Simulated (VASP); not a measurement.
Write the native input for VASP 6.6.1 that does the following.

```yaml
Task: single point
Functional: PBE
Dispersion: D3(BJ)
Potentials_or_basis: VASP PAW PBE potentials, release 64 (Ti_sv, C)
Cutoff: 520 eV
k_mesh: 6 × 6 × 6
Occupations: gaussian, width 0.1 eV
Spin: no spin polarisation
Dipole_correction: no
Further_INCAR_settings: ALGO = Normal; EDIFF = 1e-07; NBANDS = 32
```

The structure of TiC8 lies in POSCAR:

```
TiC8
1.0
    5.0013135224      0.0000000000      0.0000000000
   -2.5006567612      4.3312645627      0.0000000000
    0.0000000000      0.0000000000      3.6348951466
Ti C
1 8
Direct
    0.0000000000      0.0000000000      0.5000000000
    0.3333333333      0.6666666667      0.0000000000
    0.3365381952      0.1682690976      0.0000000000
    0.8317309024      0.6634618048      0.0000000000
    0.8317309024      0.1682690976      0.0000000000
    0.1682690976      0.8317309024      0.0000000000
    0.1682690976      0.3365381952      0.0000000000
    0.6634618048      0.8317309024      0.0000000000
    0.6666666667      0.3333333333      0.0000000000
```

One way to write it, as run:

INCAR

```
SYSTEM = TiC8
PREC = Accurate ; ENCUT = 520
EDIFF = 1E-7 ; ISMEAR = 0
SIGMA = 0.1 ; LREAL = .FALSE.
LASPH = .TRUE. ; NELM = 80
ALGO = Normal ; ISIF = 2
LWAVE = .FALSE. ; LCHARG = .FALSE.
GGA = PE ; IVDW = 12
NBANDS = 32
```

KPOINTS

```
Automatic mesh
0
G
  6 6 6
  0 0 0
```

Potentials or basis: VASP PAW PBE potentials, release 64 (Ti_sv, C).

Run with:

```bash
$ cat potpaw_PBE.64/Ti_sv/POTCAR potpaw_PBE.64/C/POTCAR > POTCAR
$ mpirun -np 1 vasp_std > vasp.out
```

It gave:

```yaml
Pressure: 0.5 GPa
Largest_force: 0.033 eV/Å
Band_gap_on_the_k_mesh: zero (band 22 reaches 8.11 eV, above the bottom of band 23 at 6.38 eV)
Dispersion_energy_per_atom: -0.191 eV
```

Caveat: pairwise dispersion overbinds metals, which lowers pressure and volume.

Wall time 66 s on 1 thread of AMD EPYC 9R45 96-Core Processor (Zen 5), with other jobs on the host, peak memory 0.2 GiB.
